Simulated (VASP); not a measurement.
# Ru (P6_3/mmc) in VASP: a series of runs

The runs below take Ru through single point, relaxation of shape and atoms at fixed volume, relaxation of cell and atoms, with LDA.

Everything below comes from runs of VASP 6.6.1. Logs are shortened: lines on timing, memory, paths and dates and some standing lists are left out, and cuts for length are marked.

## (1) The cell of the first run

The structure is hexagonal, space group P6_3/mmc (No. 194). The conventional cell has a = 2.476 Å, b = 2.476 Å, c = 3.944 Å, α = 90.00°, β = 90.00°, γ = 120.00°. Within 3.2 Å of Ru (site symmetry -6m2) lie 12 Ru at 2.44 to 2.48 Å.

## (2) Single point, LDA

INCAR

```
ALGO = Normal
EDIFF = 1E-6
ENCUT = 560
GGA_COMPAT = F
ISIF = 2
ISMEAR = -1
LASPH = T
LCHARG = T
LELF = T
LREAL = F
LVHAR = T
LWAVE = F
NBANDS = 23
NELM = 120
PREC = Accurate
SIGMA = 0.05
```

KPOINTS

```
k-points
0
Gamma
  18 18 10
```

POSCAR

```
Ru
1.0
    2.4758442223      0.0000000000      0.0000000000
   -1.2379221111      2.1441439923      0.0000000000
    0.0000000000      0.0000000000      3.9439450912
Ru
2
Direct
    0.3333333333      0.6666666667      0.2500000000
    0.6666666667      0.3333333333      0.7500000000
```

Potentials or basis: VASP PAW LDA potentials, release 64 (Ru_sv).

Launch:

```console
cat potpaw_LDA.64/Ru_sv/POTCAR > POTCAR
mpirun -np 1 vasp_std > vasp.out
```

OUTCAR:

```text
EDIFF = 1E-6
   ENCUT = 560
   ISIF = 2
   ISMEAR = -1
   LASPH = T
   LREAL = F
   NELM = 120
   PREC = Accurate

 ion  position               nearest neighbor table
   1  0.333  0.667  0.250-   2 2.44   2 2.44   2 2.44   2 2.44   2 2.44   2 2.44
   2  0.667  0.333  0.750-   1 2.44   1 2.44   1 2.44   1 2.44   1 2.44   1 2.44

  LATTYP: Found a hexagonal cell.
 ALAT       =     2.4758442223
 C/A-ratio  =     1.5929698063

  Lattice vectors:

 A1 = (   2.4758442223,   0.0000000000,   0.0000000000)
 A2 = (  -1.2379221111,   2.1441439923,   0.0000000000)
 A3 = (   0.0000000000,   0.0000000000,   3.9439450912)

Analysis of symmetry for initial positions (statically):
=====================================================================
 Subroutine PRICEL returns:
 Original cell was already a primitive cell.

 Routine SETGRP: Setting up the symmetry group for a
 hexagonal supercell.

 Subroutine GETGRP returns: Found 24 space group operations
 (whereof 12 operations were pure point group operations)
 out of a pool of 24 trial point group operations.

The static configuration has the point symmetry D_3d.
 The point group associated with its full space group is D_6h.

Analysis of symmetry for dynamics (positions and initial velocities):
=====================================================================
 Subroutine PRICEL returns:
 Original cell was already a primitive cell.

 Routine SETGRP: Setting up the symmetry group for a
 hexagonal supercell.

 Subroutine GETGRP returns: Found 24 space group operations
 (whereof 12 operations were pure point group operations)
 out of a pool of 24 trial point group operations.

The dynamic configuration has the point symmetry D_3d.
 The point group associated with its full space group is D_6h.

 Subroutine INISYM returns: Found 24 space group operations
 (whereof 12 operations are pure point group operations),
 and found     1 'primitive' translations

----------------------------------------------------------------------------------------

                                     Primitive cell

  volume of cell :      20.9367

  direct lattice vectors                    reciprocal lattice vectors
     2.475844222  0.000000000  0.000000000     0.403902633  0.233193294  0.000000000
    -1.237922111  2.144143992  0.000000000     0.000000000  0.466386588  0.000000000
     0.000000000  0.000000000  3.943945091     0.000000000  0.000000000  0.253553226

  length of vectors
     2.475844222  2.475844222  3.943945091     0.466386588  0.466386588  0.253553226

  position of ions in fractional coordinates (direct lattice)
     0.333333333  0.666666667  0.250000000
     0.666666667  0.333333333  0.750000000

  ion indices of the primitive-cell ions
   primitive index   ion index
                 1           1
                 2           2

----------------------------------------------------------------------------------------

 KPOINTS: k-points

Automatic generation of k-mesh.
 Grid dimensions read from file:
 generate k-points for:   18   18   10

 Generating k-lattice:

  Cartesian coordinates                     Fractional coordinates (reciprocal lattice)
     0.022439035  0.012955183  0.000000000     0.055555556  0.000000000  0.000000000
     0.000000000  0.025910366  0.000000000     0.000000000  0.055555556  0.000000000
     0.000000000  0.000000000  0.025355323     0.000000000  0.000000000  0.100000000

  Length of vectors
     0.025910366  0.025910366  0.025355323

  Shift w.r.t. Gamma in fractional coordinates (k-lattice)
     0.000000000  0.000000000  0.000000000

 Subroutine IBZKPT returns following result:
 ===========================================

 Found    222 irreducible k-points:

 Following reciprocal coordinates:
            Coordinates               Weight
  0.000000  0.000000  0.000000      1.000000
  0.055556  0.000000  0.000000      6.000000
  0.111111  0.000000  0.000000      6.000000
  0.166667  0.000000  0.000000      6.000000
  0.222222  0.000000  0.000000      6.000000
  0.277778  0.000000  0.000000      6.000000
[... 16 lines left out ...]
  0.333333  0.111111  0.000000     12.000000
  0.388889  0.111111  0.000000     12.000000
 [... further k-points ...]
   k-points           NKPTS =    222   k-points in BZ     NKDIM =    222   number of bands    NBANDS=     23
   number of dos      NEDOS =    301   number of ions     NIONS =      2
   total plane-waves  NPLWV =  12000
   dimension x,y,z NGX =    20 NGY =   20 NGZ =   30
   dimension x,y,z NGXF=    40 NGYF=   40 NGZF=   60
   ions per type =               2
   NGX,Y,Z   is equivalent  to a cutoff of  13.43, 13.43, 12.65 a.u.
   NGXF,Y,Z  is equivalent  to a cutoff of  26.86, 26.86, 25.29 a.u.
 SYSTEM =  unknown system
   PREC   = accura    normal or accurate (medium, high low for compatibility)
   ISTART =      0    job   : 0-new  1-cont  2-samecut
   ICHARG =      2    charge: 1-file 2-atom 10-const
   ISPIN  =      1    spin polarized calculation?
   LNONCOLLINEAR =      F non collinear calculations
   LSORBIT =      F    spin-orbit coupling
   LASPH  =      T    aspherical Exc in radial PAW
   ENCUT  =  560.0 eV  41.16 Ry    6.42 a.u.   4.78  4.78  7.61*2*pi/ulx,y,z
   NELM   =    120;   NELMIN=  2; NELMDL= -5     # of ELM steps
   EDIFF  = 0.1E-05   stopping-criterion for ELM
   LREAL  =      F    real-space projection
   EDIFFG = 0.1E-04   stopping-criterion for IOM
   NSW    =      0    number of steps for IOM
   IBRION =     -1    ionic relax: 0-MD 1-quasi-New 2-CG
   NFREE  =      0    steps in history (QN), initial steepest desc. (CG)
   ISIF   =      2    stress and relaxation
   ISYM   =      2    0-nonsym 1-usesym 2-fastsym
   POTIM  = 0.5000    time-step for ionic-motion
   TEBEG  =    0.0;   TEEND  =   0.0 temperature during run
   PSTRESS=    0.0 pullay stress
   NELECT =      32.0000    total number of electrons
   NUPDOWN=      -1.0000    fix difference up-down
   EMIN   =  10.00;   EMAX   =-10.00  energy-range for DOS
   EFERMI =   0.00;   METHOD = LEGACY
   ISMEAR =    -1;   SIGMA  =   0.05  broadening in eV -4-tet -1-fermi 0-gaus
   EFERMI_NEDOS =   21; number of points for ismear=-14 and -15
   IALGO  =     38    algorithm
   IMIX   =      4    mixing-type and parameters
     AMIX     =   0.40;   BMIX     =  1.00
     AMIX_MAG =   1.60;   BMIX_MAG =  1.00
  volume/ion in A,a.u.               =      10.47        70.64
  Fermi-wavevector in a.u.,A,eV,Ry     =   1.885770  3.563589 48.384079  3.556129
  Thomas-Fermi vector in A             =   2.928183
   LORBIT       =      0    0 simple, 1 ext, 2 COOP (PROOUT), +10 PAW based schemes
   GGA     = CA    functional components
   LHFCALC =     F    Hartree Fock is set to
   AEXX    =    0.0000 exact exchange contribution
   IVDW    =     0    specifies the selected vdW correction
   LEPSILON=     F    determine dielectric tensor
   LRPA    =     F    only Hartree local field effects (RPA)
 non-spin polarized calculation
  energy-cutoff  :      560.00
  volume of cell :       20.94
 maximum number of plane-waves:       651
 NGX is ok and might be reduce to    20
   NGX =  9   NGY =  9   NGZ = 15

 number of electron      31.9999988 magnetization

 Free energy of the ion-electron system (eV)
  ---------------------------------------------------
  ext. energy  EPLUGINS =         0.00000000
  ---------------------------------------------------
  free energy    TOTEN  =       -19.54412120 eV

  energy without entropy =      -19.53456968  energy(sigma->0) =      -19.53934544

 E-fermi :  21.0076     XC(G=0): -16.1988

 val. band max:       20.9934085169   @ k =   0.1667   0.1111   0.3000
 cond. band min:      21.0211147912   @ k =   0.2222   0.0000   0.4000
 fundamental gap:      0.0277062743
 Fermi energy:        21.0076378253

 k-point     1 :       0.0000    0.0000    0.0000
  band No.  band energies     occupation
      1     -52.4958      2.00000
      2     -51.9167      2.00000
      3     -23.8541      2.00000
      4     -21.6962      2.00000
      5     -21.6962      2.00000
      6     -21.3355      2.00000
[... 15 lines left out ...]
     22      35.5861      0.00000
     23      38.1918      0.00000

 k-point     2 :       0.0556    0.0000    0.0000
  band No.  band energies     occupation
      1     -52.4827      2.00000
      2     -51.9110      2.00000
      3     -23.8303      2.00000
      4     -21.7528      2.00000
      5     -21.7148      2.00000
      6     -21.3931      2.00000
[... 15 lines left out ...]
     22      35.9171      0.00000
     23      38.3921      0.00000

 k-point     3 :       0.1111    0.0000    0.0000
  band No.  band energies     occupation
      1     -52.4445      2.00000
      2     -51.8949      2.00000
      3     -23.7603      2.00000
      4     -21.9150      2.00000
      5     -21.7671      2.00000
      6     -21.5563      2.00000
[... 15 lines left out ...]
     22      36.8411      0.00000
     23      38.9193      0.00000

 k-point     4 :       0.1667    0.0000    0.0000
  band No.  band energies     occupation
      1     -52.3845      2.00000
      2     -51.8712      2.00000
      3     -23.6479      2.00000
      4     -22.1615      2.00000
      5     -21.8442      2.00000
      6     -21.8000      2.00000
[... 15 lines left out ...]
     22      38.1019      0.00000
     23      39.3306      0.00000

 k-point     5 :       0.2222    0.0000    0.0000
  band No.  band energies     occupation
      1     -52.3083      2.00000
      2     -51.8441      2.00000
      3     -23.4997      2.00000
      4     -22.4609      2.00000
      5     -22.0891      2.00000
      6     -21.9351      2.00000
[... 15 lines left out ...]
     22      38.6383      0.00000
     23      38.8019      0.00000

 k-point     6 :       0.2778    0.0000    0.0000
  band No.  band energies     occupation
      1     -52.2229      2.00000
      2     -51.8185      2.00000
      3     -23.3251      2.00000
      4     -22.7754      2.00000
      5     -22.3863      2.00000
      6     -22.0283      2.00000
[... 15 lines left out ...]
     22      37.5545      0.00000
     23      37.6983      0.00000

 k-point     7 :       0.3333    0.0000    0.0000
  band No.  band energies     occupation
      1     -52.1368      2.00000
      2     -51.7995      2.00000
      3     -23.1371      2.00000
      4     -23.0670      2.00000
      5     -22.6572      2.00000
      6     -22.1132      2.00000
[... 353 lines left out ...]
     22      38.9529      0.00000
     23      39.1525      0.00000

 k-point    21 :       0.2222    0.1111    0.0000
  band No.  band energies     occupation
      1     -52.1958      2.00000
      2     -51.8115      2.00000
      3     -23.2679      2.00000
      4     -22.7619      2.00000
      5     -22.5320      2.00000
      6     -22.0259      2.00000
[... 15 lines left out ...]
     22      37.5758      0.00000
     23      38.1023      0.00000

 k-point    22 :       0.2778    0.1111    0.0000
  band No.  band energies     occupation
      1     -52.1130      2.00000
      2     -51.7953      2.00000
      3     -23.0834      2.00000
      4     -23.0339      2.00000
      5     -22.7199      2.00000
      6     -22.1604      2.00000
[... 15 lines left out ...]
     22      35.6118      0.00000
     23      37.2502      0.00000

 k-point    23 :       0.3333    0.1111    0.0000
  band No.  band energies     occupation
      1     -52.0383      2.00000
      2     -51.7887      2.00000
      3     -23.2538      2.00000
      4     -22.9023      2.00000
      5     -22.8704      2.00000
      6     -22.2682      2.00000
[... 15 lines left out ...]
     22      35.3363      0.00000
     23      36.1339      0.00000

 k-point    24 :       0.3889    0.1111    0.0000
  band No.  band energies     occupation
      1     -51.9827      2.00000
      2     -51.7910      2.00000
      3     -23.3959      2.00000
      4     -22.9683      2.00000
      5     -22.7545      2.00000
      6     -22.3371      2.00000
[... 15 lines left out ...]
     22      35.1029      0.00000
     23      36.1061      0.00000

 [... further k-points ...]

------------------------ aborting loop because EDIFF is reached ----------------------------------------

  FORCE on cell =-STRESS in cart. coord.  units (eV):
  Direction    XX          YY          ZZ          XY          YZ          ZX
  --------------------------------------------------------------------------------------
  -------------------------------------------------------------------------------------
  Total       18.1349682     18.1349682     18.1321087      0.0000000      0.0000000      0.0000000
  in kB     1387.7756339   1387.7756339   1387.5568094      0.0000000      0.0000000      0.0000000
  external PRESSURE =    1387.7026924 kB  Pullay stress =       0.0000000 kB

 VOLUME and BASIS-vectors are now :
 -----------------------------------------------------------------------------
  energy-cutoff  :      560.00
  volume of cell :       20.94
      direct lattice vectors                 reciprocal lattice vectors
     2.475844222  0.000000000  0.000000000     0.403902633  0.233193294  0.000000000
    -1.237922111  2.144143992  0.000000000     0.000000000  0.466386588  0.000000000
     0.000000000  0.000000000  3.943945091     0.000000000  0.000000000  0.253553226

 POSITION                                       TOTAL-FORCE (eV/Angst)
 -----------------------------------------------------------------------------------
     -0.00000      1.42943      0.98599         0.000000     -0.000000      0.000000
      1.23792      0.71471      2.95796        -0.000000      0.000000      0.000000
 -----------------------------------------------------------------------------------
    total drift:                                0.000000     -0.000000      0.000000

  FREE ENERGIE OF THE ION-ELECTRON SYSTEM (eV)
  ---------------------------------------------------
  free  energy   TOTEN  =       -19.5441212045 eV

  energy  without entropy=      -19.5345696819  energy(sigma->0) =      -19.53934544
```

Wall time 35 s (1 thread of Intel Xeon 6975P-C (Granite Rapids), shared host); peak memory 0.19 GiB.

What came out:

| Item | Value |
| --- | --- |
| Free energy | -19.5441 eV |
| Pressure | 138.8 GPa |
| Band gap on the k mesh | zero (bands 16 and 17 overlap by 4.72 eV) |

Caveat: the cell stands under pressure.

## (3) Single point, LDA (9.42 Å³/atom)

This run uses another cell than the first one, of 9.42 Å³/atom.

INCAR

```
PREC = Accurate
ENCUT = 560
EDIFF = 1E-6
ISMEAR = -1
SIGMA = 0.05
LREAL = F
LASPH = T
NELM = 120
ALGO = Normal
ISIF = 2
LWAVE = F
LCHARG = F
GGA = CA
NBANDS = 23
GGA_COMPAT = F
```

KPOINTS

```
Automatic mesh
0
Gamma
  18 18 10
```

POSCAR

```
Ru
1.0
    2.3879927603      0.0000000000      0.0000000000
   -1.1939963801      2.0680623944      0.0000000000
    0.0000000000      0.0000000000      3.8155222410
Ru
2
Direct
    0.3333333333      0.6666666667      0.2500000000
    0.6666666667      0.3333333333      0.7500000000
```

Potentials or basis: VASP PAW LDA potentials, release 64 (Ru_sv).

Launch:

```console
cat potpaw_LDA.64/Ru_sv/POTCAR > POTCAR
mpirun -np 1 vasp_std > vasp.out
```

Wall time 1.8 min (1 thread of Intel Xeon Platinum 8375C at 2.90GHz (Ice Lake), shared host); peak memory 0.18 GiB.

Results (log left out):

- Free energy: -17.0090 eV
- Pressure: 258.1 GPa
- Band gap on the k mesh: zero (bands 16 and 17 overlap by 5.55 eV)

Stress tensor (GPa, compression positive):
```
258.14   0.00   0.00
  0.00 258.14   0.00
  0.00   0.00 257.99
```

Levels at points of the mesh, in eV from the Fermi level:
| k point | band 14 | band 15 | band 16 | band 17 | band 18 | band 19 |
| --- | --- | --- | --- | --- | --- | --- |
| (0.00, 0.00, 0.00) | -3.35 | -3.35 | -2.31 | -2.31 | 1.93 | 1.93 |
| (0.50, 0.00, 0.00) | -2.41 | -2.04 | 2.70 | 3.42 | 3.43 | 6.89 |
| (0.00, 0.00, 0.50) | -4.74 | -3.71 | -3.71 | 0.98 | 0.98 | 0.98 |
| (0.50, 0.00, 0.50) | -1.83 | 1.00 | 1.00 | 3.13 | 3.13 | 5.60 |

Caveat: the cell stands under pressure.

## (4) Relaxation of shape and atoms at fixed volume, LDA

This run uses another cell than the first one, of 11.52 Å³/atom.

INCAR

```
SYSTEM = Ru
  PREC = Accurate
  ENCUT = 600
  EDIFF = 1E-6
  ISMEAR = -1
  SIGMA = 0.05
  LREAL = .FALSE.
  LASPH = .TRUE.
  NELM = 100
  ALGO = Normal
  ISIF = 4
  LWAVE = .FALSE.
  LCHARG = .FALSE.
  GGA = CA
  IBRION = 2
  NSW = 50
  EDIFFG = -0.005
```

KPOINTS

```
regular mesh
0
G
  18 18 10
  0 0 0
```

POSCAR

```
Ru
1.0
    2.5624751614      0.0000000000      0.0000000000
   -1.2812375807      2.2191685864      0.0000000000
    0.0000000000      0.0000000000      4.0499610641
Ru
2
Direct
    0.3333333333      0.6666666667      0.2500000000
    0.6666666667      0.3333333333      0.7500000000
```

Potentials or basis: VASP PAW LDA potentials, release 64 (Ru_pv).

Launch:

```console
cat potpaw_LDA.64/Ru_pv/POTCAR > POTCAR
mpirun -np 1 vasp_std > vasp.out
```

It took 1.7 min on 1 thread of AMD EPYC 7R13 (Zen 3), shared host; peak memory 0.17 GiB.

Results (log left out):

```yaml
Free_energy: -20.8157 eV
Energy_gained_by_relaxing: 0.5 meV/atom
Ionic_steps: 3
Pressure_after_relaxing: 65.3 GPa
Band_gap_on_the_k_mesh: zero (bands 14 and 15 overlap by 4.06 eV)
```

The path:
```
step  energy change (eV)  largest force (eV/Å)  pressure (GPa)  volume (Å³)
   1              0.0000                0.0000           65.34        23.03
   2              0.0019                0.0000           65.16        23.03
   3             -0.0010                0.0000           65.26        23.03
```

Final structure:
```
CELL_PARAMETERS angstrom
2.55805 0.00000 0.00000
-1.27902 2.21533 0.00000
0.00000 0.00000 4.06400
ATOMIC_POSITIONS crystal
Ru 0.33333 0.66667 0.25000
Ru 0.66667 0.33333 0.75000
```

Levels at points of the mesh, in eV from the Fermi level:
```
           k point  band 12  band 13  band 14  band 15  band 16  band 17
(0.00, 0.00, 0.00)    -2.47    -2.47    -1.74    -1.74     1.52     1.52
(0.50, 0.00, 0.00)    -2.01    -1.90     1.94     2.48     2.53     5.15
(0.00, 0.00, 0.50)    -3.54    -3.26    -3.26     0.74     0.74     0.74
(0.50, 0.00, 0.50)    -1.35     0.62     0.62     2.26     2.26     4.18
```

## (5) Relaxation of shape and atoms at fixed volume, LDA

This run uses another cell than the first one, of 12.30 Å³/atom.

INCAR

```
SYSTEM = Ru
PREC = Accurate
ENCUT = 600
EDIFF = 1E-6
ISMEAR = -1
SIGMA = 0.05
LREAL = .False.
LASPH = .True.
NELM = 100
ALGO = Normal
ISIF = 4
LWAVE = .False.
LCHARG = .False.
IBRION = 2
NSW = 50
EDIFFG = -0.005
```

KPOINTS

```
Automatic mesh
0
Gamma
  18 18 10
  0 0 0
```

POSCAR

```
Ru
1.0
    2.6194376061      0.0000000000      0.0000000000
   -1.3097188031      2.2684995105      0.0000000000
    0.0000000000      0.0000000000      4.1399895204
Ru
2
Direct
    0.3333333333      0.6666666667      0.2500000000
    0.6666666667      0.3333333333      0.7500000000
```

Launch:

```console
cat potpaw_LDA.64/Ru_pv/POTCAR > POTCAR
mpirun -np 1 vasp_std > vasp.out
```

It took 3.2 min on 1 thread of AMD EPYC 7R13 (Zen 3), shared host; peak memory 0.19 GiB.

It converged, with:

* Free energy: -21.2620 eV
* Energy gained by relaxing: 0.1 meV/atom
* Ionic steps: 5
* Pressure after relaxing: 27.6 GPa
* Band gap on the k mesh: zero (bands 14 and 15 overlap by 3.66 eV)

Stress tensor (GPa, compression positive):
```
27.62  0.00  0.00
 0.00 27.62  0.00
 0.00  0.00 27.53
```

The path:
| step | energy change (eV) | largest force (eV/Å) | pressure (GPa) | volume (Å³) |
| --- | --- | --- | --- | --- |
| 1 | 0.0000 | 0.0000 | 27.62 | 24.60 |
| 2 | 0.0001 | 0.0000 | 27.55 | 24.60 |
| 3 | -0.0002 | 0.0000 | 27.57 | 24.60 |
| 4 | -0.0002 | 0.0000 | 27.59 | 24.60 |
| 5 | -0.0002 | 0.0000 | 27.59 | 24.60 |

Final structure:
```
Ru
1.0
     2.61686    0.00000    0.00000
    -1.30843    2.26627    0.00000
     0.00000    0.00000    4.14814
Ru
2
Direct
  0.33333 0.66667 0.25000
  0.66667 0.33333 0.75000
```

Levels at points of the mesh, in eV from the Fermi level:
```tsv
k point	band 12	band 13	band 14	band 15	band 16	band 17
(0.00, 0.00, 0.00)	-2.23	-2.23	-1.60	-1.60	1.39	1.39
(0.50, 0.00, 0.00)	-1.94	-1.74	1.72	2.21	2.28	4.69
(0.00, 0.00, 0.50)	-3.21	-3.05	-3.05	0.66	0.66	0.66
(0.50, 0.00, 0.50)	-1.23	0.54	0.54	2.02	2.02	3.83
```

(Continued in part 2 of 2.)

The gap in the log of VASP goes by the Fermi energy; the results here count the filled bands.